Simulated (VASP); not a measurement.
# TePb (Fm-3m) in VASP: a series of runs, part 2 of 2

VASP 6.6.1.

## Step 5: Single point, BLYP

This run uses another cell than the first one, of 33.73 Å³/atom, 1.034 times its volume.

The input, INCAR:

```
PREC = Accurate ; ENCUT = 520
EDIFF = 1E-6 ; ISMEAR = -1
SIGMA = 0.05 ; LREAL = False
LASPH = True ; NELM = 60
ALGO = Normal ; ISIF = 2
LWAVE = False ; LCHARG = True
GGA = B5 ; ALDAX = 1.0
AGGAX = 1.0 ; AGGAC = 1.0
ALDAC = 0.0 ; LELF = True
LVHAR = True ; NBANDS = 17
```

The input, KPOINTS:

```
Automatic mesh
0
Gamma
  7 7 7
```

The input, POSCAR:

```
TePb
1.0
    0.0000000000      3.2310000000      3.2310000000
    3.2310000000      0.0000000000      3.2310000000
    3.2310000000      3.2310000000      0.0000000000
Pb Te
1 1
Direct
    0.0000000000      0.0000000000      0.0000000000
    0.5000000000      0.5000000000      0.5000000000
```

Potentials or basis: VASP PAW PBE potentials, release 64 (Pb_d, Te).

Started as:

```
$ cat potpaw_PBE.64/Pb_d/POTCAR potpaw_PBE.64/Te/POTCAR > POTCAR
$ mpirun -np 1 vasp_std > vasp.out
```

OUTCAR:

```text
PREC = Accurate
   ENCUT = 520
   EDIFF = 1E-6
   ISMEAR = -1
   LREAL = False
   LASPH = True
   NELM = 60
   ISIF = 2
   GGA = B5

 ion  position               nearest neighbor table
   1  0.000  0.000  0.000-   2 3.23   2 3.23   2 3.23   2 3.23   2 3.23   2 3.23
   2  0.500  0.500  0.500-   1 3.23   1 3.23   1 3.23   1 3.23   1 3.23   1 3.23

  LATTYP: Found a face centered cubic cell.
 ALAT       =     6.4620000000

  Lattice vectors:

 A1 = (   0.0000000000,   3.2310000000,   3.2310000000)
 A2 = (   3.2310000000,   0.0000000000,   3.2310000000)
 A3 = (   3.2310000000,   3.2310000000,   0.0000000000)

Analysis of symmetry for initial positions (statically):
=====================================================================
 Subroutine PRICEL returns:
 Original cell was already a primitive cell.

 Routine SETGRP: Setting up the symmetry group for a
 face centered cubic supercell.

 Subroutine GETGRP returns: Found 48 space group operations
[... 9 lines left out ...]

 Routine SETGRP: Setting up the symmetry group for a
 face centered cubic supercell.

[... 143 lines left out ...]
  free energy    TOTEN  =        -6.25210303 eV

  energy without entropy =       -6.25210173  energy(sigma->0) =       -6.25210238

 E-fermi :   6.5403     XC(G=0):  -8.6997

 val. band max:        5.9941556763   @ k =   0.4286   0.0000   0.0000
 cond. band min:       7.0751007949   @ k =   0.4286   0.0000   0.0000
 fundamental gap:      1.0809451187
 Fermi energy:         6.5403053089

 k-point     1 :       0.0000    0.0000    0.0000
  band No.  band energies     occupation
      1     -10.6541      2.00000
      2     -10.6541      2.00000
      3     -10.6404      2.00000
      4     -10.6404      2.00000
      5     -10.6404      2.00000
      6      -5.9470      2.00000
[... 377 lines left out ...]
      4     -10.6289      2.00000
      5     -10.6161      2.00000
      6      -4.1533      2.00000
[... 9 lines left out ...]
     16      16.5638      0.00000
     17      17.0477      0.00000

------------------------ aborting loop because EDIFF is reached ----------------------------------------

  FORCE on cell =-STRESS in cart. coord.  units (eV):
  Direction    XX          YY          ZZ          XY          YZ          ZX
  --------------------------------------------------------------------------------------
  -------------------------------------------------------------------------------------
  Total        2.3016469      2.3016469      2.3016469     -0.0000000      0.0000000     -0.0000000
  in kB       54.6648809     54.6648809     54.6648809     -0.0000000      0.0000000     -0.0000000
  external PRESSURE =      54.6648809 kB  Pullay stress =       0.0000000 kB

 VOLUME and BASIS-vectors are now :
 -----------------------------------------------------------------------------
  energy-cutoff  :      520.00
  volume of cell :       67.46
      direct lattice vectors                 reciprocal lattice vectors
     0.000000000  3.231000000  3.231000000    -0.154750851  0.154750851  0.154750851
     3.231000000  0.000000000  3.231000000     0.154750851 -0.154750851  0.154750851
     3.231000000  3.231000000  0.000000000     0.154750851  0.154750851 -0.154750851

 POSITION                                       TOTAL-FORCE (eV/Angst)
 -----------------------------------------------------------------------------------
      0.00000      0.00000      0.00000        -0.000000      0.000000      0.000000
      3.23100      3.23100      3.23100         0.000000     -0.000000     -0.000000
 -----------------------------------------------------------------------------------
    total drift:                               -0.000000      0.000000      0.000000

  FREE ENERGIE OF THE ION-ELECTRON SYSTEM (eV)
  ---------------------------------------------------
  free  energy   TOTEN  =        -6.2521030298 eV

  energy  without entropy=       -6.2521017326  energy(sigma->0) =       -6.25210238
```

OSZICAR:

```text
N       E                     dE             d eps       ncg     rms          rms(c)
DAV:   1     0.152033876223E+03    0.15203E+03   -0.90668E+03   680   0.113E+03
DAV:   2     0.418397323317E+01   -0.14785E+03   -0.14358E+03   715   0.293E+02
DAV:   3    -0.615180398311E+01   -0.10336E+02   -0.10277E+02   867   0.835E+01
DAV:   4    -0.643306516950E+01   -0.28126E+00   -0.28108E+00   838   0.154E+01
DAV:   5    -0.644740195544E+01   -0.14337E-01   -0.14336E-01  1001   0.311E+00    0.321E+00
DAV:   6    -0.625271784269E+01    0.19468E+00   -0.46269E-01   990   0.562E+00    0.200E+00
DAV:   7    -0.624946931605E+01    0.32485E-02   -0.11065E-01   843   0.195E+00    0.101E+00
DAV:   8    -0.625218350557E+01   -0.27142E-02   -0.10825E-02   836   0.100E+00    0.139E-01
DAV:   9    -0.625205573525E+01    0.12777E-03   -0.17138E-03  1019   0.384E-01    0.587E-02
DAV:  10    -0.625209319443E+01   -0.37459E-04   -0.17694E-04   820   0.115E-01    0.246E-02
DAV:  11    -0.625210286893E+01   -0.96745E-05   -0.27424E-05   854   0.436E-02    0.103E-02
DAV:  12    -0.625210302982E+01   -0.16088E-06   -0.69610E-07   666   0.530E-03
   1 F= -.62521030E+01 E0= -.62521024E+01  d E =-.129719E-05
```

stdout:

```text
POSCAR found type information on POSCAR PbTe
 POSCAR found :  2 types and       2 ions
 scaLAPACK will be used
 -----------------------------------------------------------------------------
|                                                                             |
|                                                                             |
|     You enforced a specific xc type in the INCAR file but a different       |
|     I HOPE YOU KNOW WHAT YOU ARE DOING!                                     |
|                                                                             |
 -----------------------------------------------------------------------------

 LDA part: xc-table for (Slater(with rela. corr.)+VWN5), standard interpolation
 POSCAR, INCAR and KPOINTS ok, starting setup
 FFT: planning ... GRIDC
 FFT: planning ... GRID_SOFT
 FFT: planning ... GRID
 WAVECAR not read
 entering main loop
```

Wall time 76 s (1 thread of AMD EPYC 7R13, shared host); peak memory 0.18 GiB.

What came out:

- Free energy: -6.2521 eV
- Pressure: 5.5 GPa

Caveat: this odd mesh misses L, where the gap lies, so gap, dielectric constants and Born charges aren't listed; the PAW data sets were made with another functional, which shifts forces and pressure a little; spin-orbit coupling is left out, which moves the levels of the heavy elements.

## Step 6: Overview

```csv
level,cell,k mesh,smearing,pressure (GPa)
PBEsol+D4,"a = 4.518 Å, angles 60.0°, 2 atoms",7 × 7 × 7,fermi-dirac 0.05 eV,-0.1
PBE,"a = 4.569 Å, angles 60.0°, 2 atoms",4 × 4 × 4,fermi-dirac 0.03 eV,2.1
PBE,"a = 4.569 Å, angles 60.0°, 2 atoms",7 × 7 × 7,gaussian 0.012 eV,2.1
BLYP,"a = 4.569 Å, angles 60.0°, 2 atoms",7 × 7 × 7,fermi-dirac 0.05 eV,5.5
```

Alike in all rows: task single point; potentials or basis VASP PAW PBE potentials, release 64 (Pb_d, Te); no spin polarisation; cutoff (eV) 520.

Caveats: some runs use coarse meshes; spin-orbit coupling is left out, which moves the levels of the heavy elements; the PAW data sets were made with another functional, which shifts forces and pressure a little (some runs).

Total energies depend on the potentials used, so only differences within one code and one set of settings carry meaning.
